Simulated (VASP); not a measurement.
Pb: single point with PBE

Crystal: Pb.

```
CELL_PARAMETERS angstrom
-1.92251 1.92251 1.92251
1.92251 -1.92251 1.92251
1.92251 1.92251 -1.92251
ATOMIC_POSITIONS crystal
Pb 0.00000 0.00000 0.00000
```

This cell differs from its parent crystal: strained.

```
Program                : VASP 6.6.1
Task                   : single point
Functional             : PBE
Potentials or basis    : VASP PAW PBE potentials, release 64 (Pb_d)
Cutoff                 : 520 eV
k mesh                 : 16 × 16 × 16
Occupations            : gaussian, width 0.1 eV
Spin                   : no spin polarisation
Dipole correction      : no
Further INCAR settings : ALGO = Normal; EDIFF = 1e-06; NBANDS = 13
```

```
Pressure               : 5.8 GPa
Band gap on the k mesh : zero (bands 7 and 8 overlap by 10.39 eV)
```

Levels at points of the mesh, in eV from the Fermi level:
```csv
k point,band 4,band 5,band 6,band 7,band 8,band 9,band 10,band 11
"(0.00, 0.00, 0.00)",-16.96,-16.96,-12.27,8.19,8.19,8.19,11.15,11.15
"(0.50, 0.00, 0.00)",-16.97,-16.78,-7.97,-4.43,3.62,5.31,7.91,9.22
"(0.50, 0.50, 0.50)",-16.83,-16.83,-4.90,-0.50,-0.50,-0.50,4.61,4.61
```

It took 30 s on 1 thread of AMD EPYC 9R45 (Zen 5), on a shared host, peak memory 0.16 GiB.

Caveat: the cell differs from its parent crystal (strained); the cell stands under pressure; spin-orbit coupling is left out, which moves the levels of the heavy elements.
